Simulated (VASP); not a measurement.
Input of a VASP 6.6.1 run:

Contents of INCAR:

```
  PREC = Accurate
  ENCUT = 520
  EDIFF = 1E-6
  ISMEAR = 0
  SIGMA = 0.1
  LREAL = False
  LASPH = True
  NELM = 80
  ALGO = Fast
  ISIF = 2
  LWAVE = False
  LCHARG = False
  GGA = PE
  NBANDS = 28
```

KPOINTS

```
Automatic mesh
0
Gamma
  6 6 6
```

Contents of POSCAR:

```
GaIr3
1.0
    0.0000000000      3.1199968300      3.1199968300
    3.1199968300      0.0000000000      3.1199968300
    3.1199968300      3.1199968300      0.0000000000
Ga Ir
1 3
Direct
    0.0000000000      0.0000000000      0.0000000000
    0.2500000000      0.2500000000      0.2500000000
    0.7500000000      0.7500000000      0.7500000000
    0.5000000000      0.5000000000      0.5000000000
```

Potentials or basis: VASP PAW PBE potentials, release 64 (Ga_d, Ir).

The run is started by

```bash
$ cat potpaw_PBE.64/Ga_d/POTCAR potpaw_PBE.64/Ir/POTCAR > POTCAR
$ mpirun -np 1 vasp_std > vasp.out
```

(1) What does it give for the band gap on the k mesh?

(2) What does it give for the pressure?

## Answers

(1) zero (bands 20 and 21 overlap by 0.24 eV).

(2) -5.0 GPa.

Caveat: the cell stands under tension; spin-orbit coupling is left out, which moves the levels of the heavy elements.
